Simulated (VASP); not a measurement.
Wanted: the native input for a VASP 6.6.1 run.

* Task: single point
* Functional: PBE
* Potentials or basis: VASP PAW PBE potentials, release 64 (Zr_sv, Hf_pv, Te)
* Cutoff: 520 eV
* k mesh: 12 × 12 × 2
* Occupations: gaussian, width 0.1 eV
* Spin: no spin polarisation
* Dipole correction: no
* k mesh for the DOS: 18 × 18 × 3
* Occupations for the DOS: tetrahedron
* Further INCAR settings: ALGO = Fast; EDIFF = 1e-06; NBANDS = 57

Crystal: Hf3ZrTe8.

```
CELL_PARAMETERS angstrom
3.97535 0.00000 0.00000
-1.98767 3.44275 0.00000
0.00000 0.00000 28.62396
ATOMIC_POSITIONS crystal
Zr 0.00000 0.00000 0.50000
Hf 0.00000 0.00000 0.74885
Hf 0.00000 0.00000 0.00000
Hf 0.00000 0.00000 0.25115
Te 0.33333 0.66667 0.81084
Te 0.33333 0.66667 0.06196
Te 0.33333 0.66667 0.31308
Te 0.33333 0.66667 0.56290
Te 0.66667 0.33333 0.93804
Te 0.66667 0.33333 0.18916
Te 0.66667 0.33333 0.43710
Te 0.66667 0.33333 0.68692
```

These files were run (other wordings do the same):

POSCAR

```
Hf3ZrTe8
1.0
    3.9753494177      0.0000000000      0.0000000000
   -1.9876747089      3.4427535847      0.0000000000
    0.0000000000      0.0000000000     28.6239615000
Zr Hf Te
1 3 8
Direct
    0.0000000000      0.0000000000      0.5000000000
    0.0000000000      0.0000000000      0.7488510000
    0.0000000000      0.0000000000      0.0000000000
    0.0000000000      0.0000000000      0.2511490000
    0.3333333333      0.6666666667      0.8108360000
    0.3333333333      0.6666666667      0.0619570000
    0.3333333333      0.6666666667      0.3130810000
    0.3333333333      0.6666666667      0.5629010000
    0.6666666667      0.3333333333      0.9380430000
    0.6666666667      0.3333333333      0.1891640000
    0.6666666667      0.3333333333      0.4370990000
    0.6666666667      0.3333333333      0.6869190000
```

INCAR.step1

```
PREC = Accurate ; ENCUT = 520
EDIFF = 1E-6 ; ISMEAR = 0
SIGMA = 0.1 ; LREAL = False
LASPH = True ; NELM = 100
ALGO = Fast ; ISIF = 2
LWAVE = False ; LCHARG = True
LMAXMIX = 4 ; GGA = PE
NBANDS = 57
```

KPOINTS.step1

```
regular mesh
0
Gamma
  12 12 2
```

INCAR.step2

```
PREC = Accurate ; ENCUT = 520
EDIFF = 1E-6 ; ISMEAR = -5
SIGMA = 0.1 ; LREAL = False
LASPH = True ; NELM = 100
ALGO = Fast ; ISIF = 2
LWAVE = False ; LCHARG = False
LMAXMIX = 4 ; GGA = PE
LORBIT = 11 ; NBANDS = 57
NEDOS = 1001 ; ICHARG = 11
```

KPOINTS.step2

```
regular mesh
0
Gamma
  18 18 3
```

Potentials or basis: VASP PAW PBE potentials, release 64 (Zr_sv, Hf_pv, Te).

Command:

```console
$ cat potpaw_PBE.64/Zr_sv/POTCAR potpaw_PBE.64/Hf_pv/POTCAR potpaw_PBE.64/Te/POTCAR > POTCAR
$ cp INCAR.step1 INCAR
$ cp KPOINTS.step1 KPOINTS
$ mpirun -np 1 vasp_std > vasp.out
$ cp INCAR.step2 INCAR
$ cp KPOINTS.step2 KPOINTS
$ mpirun -np 1 vasp_std > vasp.out
```

Results of the run:

```json
{
 "Valence electrons inside the program's atomic spheres": "Zr 9.65; Hf 8.11; Te 3.45, 3.44, 3.43 (each value once)"
}
```

Run time: 2.5 h on 1 thread of Oxide Virtual Turin-like Processor, on a shared host, peak memory 1.7 GiB.
